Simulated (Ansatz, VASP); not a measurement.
**Two plane-wave programs on C**

```
C
1.0
     1.25812   -2.02966    0.00000
     1.25812    2.02966    0.00000
     0.00000    0.00000    7.37782
C
4
Direct
  0.08332 0.91668 0.74984
  0.58332 0.41668 0.25016
  0.91668 0.08332 0.25016
  0.41668 0.58332 0.74984
```

Change from the starting cell: normal strain along x +0.0233, normal strain along y -0.0467.

Alike in both runs: task single point; functional PBEsol; k mesh 18 × 18 × 6; occupations gaussian, width 0.15 eV; no spin polarisation.

|  | VASP | Ansatz |
| --- | --- | --- |
| version | VASP 6.6.1 | Ansatz 0.2.0 |
| potentials or method | VASP PAW PBE potentials, release 64 (C), cutoff 520 eV | scalar-relativistic, plane waves, PAW |
| valence electrons in the cell | 16 | 16 |

VASP gave:

| Property | Result |
| --- | --- |
| gap on the k mesh at the Fermi level (eV) | 0.45 |
| least direct gap on the mesh (eV) | 0.46 |
| pressure (GPa) | 12.0 |
| traceless stress, the component that is largest in VASP (GPa) | 37.74 |
| rms of the force components (eV/Å) | 0.753 |

Question: Estimate Ansatz's values.

Answer: gap on the k mesh at the Fermi level (eV): 0.45; least direct gap on the mesh (eV): 0.46; pressure (GPa): 11.3; traceless stress, the component that is largest in VASP (GPa): 37.26; rms of the force components (eV/Å): 0.744.

VASP's potentials were made for PBE, not for PBEsol, and Ansatz warns of the same on its side. Atom by atom the forces differ by 0.009 eV/Å (rms over components).
